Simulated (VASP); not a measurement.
A run of VASP 6.6.1:

INCAR

```
PREC = Accurate ; ENCUT = 600
EDIFF = 1E-6 ; ISMEAR = 1
SIGMA = 0.1 ; LREAL = F
LASPH = T ; NELM = 100
ALGO = Normal ; ISIF = 3
LWAVE = F ; LCHARG = F
IBRION = 2 ; NSW = 80
EDIFFG = -0.02 ; PSTRESS = 450.0
```

File KPOINTS:

```
Automatic mesh
0
Gamma
  9 9 9
```

The input POSCAR:

```
Ag
1.0
    2.6600000000      0.0000000000      0.0000000000
    0.0000000000      2.6600000000      0.0000000000
    0.0000000000      0.0000000000      2.6600000000
Ag
1
Direct
    0.0000000000      0.0000000000      0.0000000000
```

Potentials or basis: VASP PAW LDA potentials, release 64 (Ag).

The run is started by

```console
$ cat potpaw_LDA.64/Ag/POTCAR > POTCAR
$ mpirun -np 1 vasp_std > vasp.out
```

Hardware: 1 thread of Intel(R) Xeon(R) Platinum 8488C (Sapphire Rapids), with other jobs on the host.

Question: Estimate the wall time of this run.

Answer: Run time: 25 s on 1 thread of Intel(R) Xeon(R) Platinum 8488C (Sapphire Rapids), with other jobs on the host, peak memory 0.15 GiB. Counts: scf iterations 78, k points 35, ion steps 16.
